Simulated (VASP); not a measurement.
A run of VASP 6.6.1 is set up as follows.

File INCAR:

```
ALGO     = Fast           # electronic algorithm
EDIFF    = 1E-7           # SCF threshold, eV
ENCUT    = 520            # plane-wave cutoff, eV
GGA      = PS             # functional
ISIF     = 2              # what is computed and relaxed
ISMEAR   = 0              # smearing method
ISPIN    = 2              # spin polarisation
LASPH    = T              # aspherical terms in the spheres
LCHARG   = F              # write CHGCAR
LMAXMIX  = 4              # l up to which the mixer works
LORBIT   = 11             # projections on sites
LREAL    = F              # projectors in reciprocal space
LWAVE    = F              # write WAVECAR
MAGMOM   = 1.5 1.5        # initial moments
NBANDS   = 22             # bands
NELM     = 150            # most SCF steps
PREC     = Accurate       # precision mode
SIGMA    = 0.05           # smearing width, eV
```

The input KPOINTS:

```
k-points
0
Gamma
  1 1 12
```

File POSCAR:

```
Y
1.0
   10.4000000000      0.0000000000      0.0000000000
    0.0000000000      9.3000000000      0.0000000000
    0.0000000000      0.0000000000      5.6378940575
Y
2
Direct
    0.4322368503      0.5000000000      0.0000000000
    0.5677631497      0.5000000000      0.5000000000
```

Potentials or basis: VASP PAW PBE potentials, release 64 (Y_sv).

The run is started by

```sh
$ cat potpaw_PBE.64/Y_sv/POTCAR > POTCAR
$ mpirun -np 1 vasp_std > vasp.out
```

(1) What does it give for the net moment?

(2) Estimate the largest force.

(3) Estimate the site moments.

Results:

(1) 3.83 μB per cell.

(2) 0.255 eV/Å.

(3) Y +1.08 μB.

Caveat: the PAW data sets were made with another functional, which shifts forces and pressure a little.
